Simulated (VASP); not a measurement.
# In (Fd-3m) in VASP: a series of runs

In is run at these levels: r2SCAN; tasks: relaxation of cell and atoms.

All numbers are computed with VASP 6.6.1; they aren't measurements. Logs are shortened: lines on timing, memory, paths and dates and some standing lists are left out, and cuts for length are marked.

### 1 The cell of the first run

It takes space group Fd-3m (No. 227, cubic). Conventional cell: a = 6.480 Å, b = 6.480 Å, c = 6.480 Å, α = 90.00°, β = 90.00°, γ = 90.00°. Within 3.7 Å of In (site symmetry -43m) lie 4 In at 2.81 Å.

This isn't the form of In at room conditions, which is tetragonal.

### 2 Relaxation of cell and atoms, r2SCAN

Contents of POSCAR:

```
In
1.0
    0.0000000000      3.2400000000      3.2400000000
    3.2400000000      0.0000000000      3.2400000000
    3.2400000000      3.2400000000      0.0000000000
In
2
Direct
    1.0000000000      1.0000000000      1.0000000000
    0.2500000000      0.2500000000      0.2500000000
```

Contents of INCAR.step1:

```
SYSTEM = In
PREC = Accurate
ENCUT = 550
ISMEAR = -1
SIGMA = 0.05
LREAL = .FALSE.
LASPH = .TRUE.
NELM = 120
GGA = PE
ALGO = Normal
EDIFF = 1E-5
LWAVE = .TRUE.
LCHARG = .FALSE.
GGA_COMPAT = .FALSE.
IBRION = 2
ISIF = 3
EDIFFG = -0.005
NELMIN = 4
NSW = 100
```

Contents of INCAR.step2:

```
SYSTEM = In
PREC = Accurate
ENCUT = 550
EDIFF = 1E-7
ISMEAR = -1
SIGMA = 0.05
LREAL = .FALSE.
LASPH = .TRUE.
NELM = 120
ALGO = Normal
ISIF = 3
LWAVE = .FALSE.
LCHARG = .FALSE.
METAGGA = R2SCAN
LMIXTAU = .TRUE.
IBRION = 2
NSW = 80
EDIFFG = -0.02
ISTART = 1
GGA_COMPAT = .FALSE.
NELMIN = 4
```

Contents of KPOINTS:

```
Automatic mesh
0
G
  6 6 6
  0 0 0
```

Potentials or basis: VASP PAW PBE potentials, release 64 (In_d).

The run is started by

```console
cat potpaw_PBE.64/In_d/POTCAR > POTCAR
cp INCAR.step1 INCAR
mpirun -np 1 vasp_std > vasp.out
cp INCAR.step2 INCAR
mpirun -np 1 vasp_std > vasp.out
```

OUTCAR:

```text
SYSTEM = In
   PREC = Accurate
   ENCUT = 550
   EDIFF = 1E-7
   ISMEAR = -1
   LREAL = .FALSE.
   LASPH = .TRUE.
   NELM = 120
   ISIF = 3
   METAGGA = R2SCAN
   IBRION = 2
   NSW = 80
   EDIFFG = -0.02
   ISTART = 1
   NELMIN = 4

 ion  position               nearest neighbor table
   1  0.000  0.000  0.000-   2 2.81   2 2.81   2 2.81   2 2.81
   2  0.250  0.250  0.250-   1 2.81   1 2.81   1 2.81   1 2.81

  LATTYP: Found a face centered cubic cell.
 ALAT       =     6.4800000000

  Lattice vectors:

 A1 = (   0.0000000000,   3.2400000000,   3.2400000000)
 A2 = (   3.2400000000,   0.0000000000,   3.2400000000)
 A3 = (   3.2400000000,   3.2400000000,   0.0000000000)

Analysis of symmetry for initial positions (statically):
=====================================================================
 Subroutine PRICEL returns:
 Original cell was already a primitive cell.

 Routine SETGRP: Setting up the symmetry group for a
 face centered cubic supercell.

 Subroutine GETGRP returns: Found 48 space group operations
 (whereof 24 operations were pure point group operations)
 out of a pool of 48 trial point group operations.

The static configuration has the point symmetry T_d .
 The point group associated with its full space group is O_h .

Analysis of symmetry for dynamics (positions and initial velocities):
=====================================================================
 Subroutine PRICEL returns:
 Original cell was already a primitive cell.

 Routine SETGRP: Setting up the symmetry group for a
 face centered cubic supercell.

 Subroutine GETGRP returns: Found 48 space group operations
 (whereof 24 operations were pure point group operations)
 out of a pool of 48 trial point group operations.

The dynamic configuration has the point symmetry T_d .
 The point group associated with its full space group is O_h .

 Subroutine INISYM returns: Found 48 space group operations
 (whereof 24 operations are pure point group operations),
 and found     1 'primitive' translations

----------------------------------------------------------------------------------------

                                     Primitive cell

  volume of cell :      68.0244

  direct lattice vectors                    reciprocal lattice vectors
     0.000000000  3.240000000  3.240000000    -0.154320988  0.154320988  0.154320988
     3.240000000  0.000000000  3.240000000     0.154320988 -0.154320988  0.154320988
     3.240000000  3.240000000  0.000000000     0.154320988  0.154320988 -0.154320988

  length of vectors
     4.582051942  4.582051942  4.582051942     0.267291791  0.267291791  0.267291791

  position of ions in fractional coordinates (direct lattice)
     0.000000000  0.000000000  0.000000000
     0.250000000  0.250000000  0.250000000

  ion indices of the primitive-cell ions
   primitive index   ion index
                 1           1
                 2           2

----------------------------------------------------------------------------------------

 KPOINTS: Automatic mesh

Automatic generation of k-mesh.
 Grid dimensions read from file:
 generate k-points for:    6    6    6

 Generating k-lattice:

  Cartesian coordinates                     Fractional coordinates (reciprocal lattice)
    -0.025720165  0.025720165  0.025720165     0.166666667  0.000000000  0.000000000
     0.025720165 -0.025720165  0.025720165     0.000000000  0.166666667  0.000000000
     0.025720165  0.025720165 -0.025720165     0.000000000  0.000000000  0.166666667

  Length of vectors
     0.044548632  0.044548632  0.044548632

  Shift w.r.t. Gamma in fractional coordinates (k-lattice)
     0.000000000  0.000000000  0.000000000

 Subroutine IBZKPT returns following result:
 ===========================================

 Found     16 irreducible k-points:

 Following reciprocal coordinates:
            Coordinates               Weight
  0.000000  0.000000  0.000000      1.000000
  0.166667  0.000000  0.000000      8.000000
  0.333333  0.000000  0.000000      8.000000
  0.500000  0.000000  0.000000      4.000000
[... 38 lines left out ...]
   METAGGA = R2SCAN    functional components
   LHFCALC =     F    Hartree Fock is set to
   AEXX    =    0.0000 exact exchange contribution
   IVDW    =     0    specifies the selected vdW correction
   LEPSILON=     F    determine dielectric tensor
   LRPA    =     F    only Hartree local field effects (RPA)
 conjugate gradient relaxation of ions
 non-spin polarized calculation
  energy-cutoff  :      550.00
  volume of cell :       68.02
 maximum number of plane-waves:      2012
   NGX = 17   NGY = 17   NGZ = 17

--------------------------------------- Ionic step        1  -------------------------------------------

 number of electron      25.9999985 magnetization

 Free energy of the ion-electron system (eV)
  ---------------------------------------------------
  ext. energy  EPLUGINS =         0.00000000
  ---------------------------------------------------
  free energy    TOTEN  =       -44.53457402 eV

  energy without entropy =      -44.52082448  energy(sigma->0) =      -44.52769925

------------------------ aborting loop because EDIFF is reached ----------------------------------------

  FORCE on cell =-STRESS in cart. coord.  units (eV):
  Direction    XX          YY          ZZ          XY          YZ          ZX
  --------------------------------------------------------------------------------------
  -------------------------------------------------------------------------------------
  Total        0.8191960      0.8191960      0.8191960      0.0000000      0.0000000      0.0000000
  in kB       19.2944939     19.2944939     19.2944939      0.0000000      0.0000000      0.0000000
  external PRESSURE =      19.2944939 kB  Pullay stress =       0.0000000 kB

 VOLUME and BASIS-vectors are now :
 -----------------------------------------------------------------------------
  energy-cutoff  :      550.00
  volume of cell :       68.02
      direct lattice vectors                 reciprocal lattice vectors
     0.000000000  3.240000000  3.240000000    -0.154320988  0.154320988  0.154320988
     3.240000000  0.000000000  3.240000000     0.154320988 -0.154320988  0.154320988
     3.240000000  3.240000000  0.000000000     0.154320988  0.154320988 -0.154320988
[... 37 lines left out ...]
 POSITION                                       TOTAL-FORCE (eV/Angst)
 -----------------------------------------------------------------------------------
      3.30402      6.60805      3.30402         0.000000      0.000000      0.000000
      1.65201      1.65201      1.65201        -0.000000     -0.000000     -0.000000
 -----------------------------------------------------------------------------------
    total drift:                                0.000000      0.000000      0.000000

  FREE ENERGIE OF THE ION-ELECTRON SYSTEM (eV)
  ---------------------------------------------------
  free  energy   TOTEN  =       -44.5604700931 eV

  energy  without entropy=      -44.5465554738  energy(sigma->0) =      -44.55351278

--------------------------------------- Ionic step        3  -------------------------------------------

 number of electron      26.0000017 magnetization

 Free energy of the ion-electron system (eV)
  ---------------------------------------------------
  ext. energy  EPLUGINS =         0.00000000
  ---------------------------------------------------
  free energy    TOTEN  =       -44.56110377 eV

  energy without entropy =      -44.54769254  energy(sigma->0) =      -44.55439815

 E-fermi :   3.7468     XC(G=0):  -9.0648

 val. band max:        3.7370501486   @ k =   0.3333   0.3333   0.0000
 cond. band min:       3.8199983213   @ k =  -0.1667   0.1667   0.0000
 fundamental gap:      0.0829481727
 Fermi energy:         3.7468384713

 k-point     1 :       0.0000    0.0000    0.0000
  band No.  band energies     occupation
      1     -11.3678      2.00000
      2     -11.3678      2.00000
      3     -11.3678      2.00000
      4     -11.2947      2.00000
      5     -11.2947      2.00000
      6     -10.8499      2.00000
[... 9 lines left out ...]
     16       8.0111      0.00000
     17       8.0111      0.00000
[... 320 lines left out ...]
 POSITION                                       TOTAL-FORCE (eV/Angst)
 -----------------------------------------------------------------------------------
      0.00000     -0.00000      0.00000        -0.000000     -0.000000     -0.000000
      1.65954      1.65954      1.65954         0.000000      0.000000      0.000000
 -----------------------------------------------------------------------------------
    total drift:                                0.000000      0.000000     -0.000000

  FREE ENERGIE OF THE ION-ELECTRON SYSTEM (eV)
  ---------------------------------------------------
  free  energy   TOTEN  =       -44.5611037677 eV

  energy  without entropy=      -44.5476925383  energy(sigma->0) =      -44.55439815

 reached required accuracy - stopping structural energy minimisation
```

Wall time 6.5 min (1 thread of AMD EPYC 9R45 (Zen 5), shared host); peak memory 0.2 GiB.

What came out:

```
Free energy                           : -44.5611 eV
Relaxed volume                        : 36.56 Å³/atom
Relaxed cell                          : a = 4.694 Å, b = 4.694 Å, c = 4.694 Å, α = 60.00°, β = 60.00°, γ = 60.00°
Space group after relaxing (to 0.1 Å) : Fd-3m (No. 227)
Energy gained by relaxing             : 13.3 meV/atom
Ionic steps                           : 3
Pressure after relaxing               : 0.0 GPa
Band gap on the k mesh                : zero (bands 13 and 14 overlap by 3.50 eV)
```

Step by step:
| step | energy change (eV) | largest force (eV/Å) | pressure (GPa) | volume (Å³) |
| --- | --- | --- | --- | --- |
| 1 | 0.0000 | 0.0000 | 1.93 | 68.02 |
| 2 | -0.0259 | 0.0000 | 0.25 | 72.14 |
| 3 | -0.0265 | 0.0000 | -0.04 | 73.13 |

Final structure:
```
In
1.0
     0.00000    3.31908    3.31908
     3.31908    0.00000    3.31908
     3.31908    3.31908    0.00000
In
2
Direct
  0.00000 0.00000 0.00000
  0.25000 0.25000 0.25000
```

Levels at points of the mesh, in eV from the Fermi level:
```csv
k point,band 9,band 10,band 11,band 12,band 13,band 14,band 15,band 16,band 17
"(0.00, 0.00, 0.00)",-14.54,-14.54,-8.32,2.50,2.50,2.50,2.77,4.26,4.26
"(0.50, 0.00, 0.00)",-14.50,-14.50,-6.49,-4.05,1.10,1.10,2.59,5.24,5.24
"(0.50, 0.50, 0.00)",-14.47,-14.47,-4.98,-4.98,-0.45,-0.45,2.75,2.75,10.35
```

Caveat: the PAW data sets were made with another functional, which shifts forces and pressure a little; spin-orbit coupling is left out, which moves the levels of the heavy elements.

[end of part 1 of 2]

The gap in the log of VASP goes by the Fermi energy; the results here count the filled bands.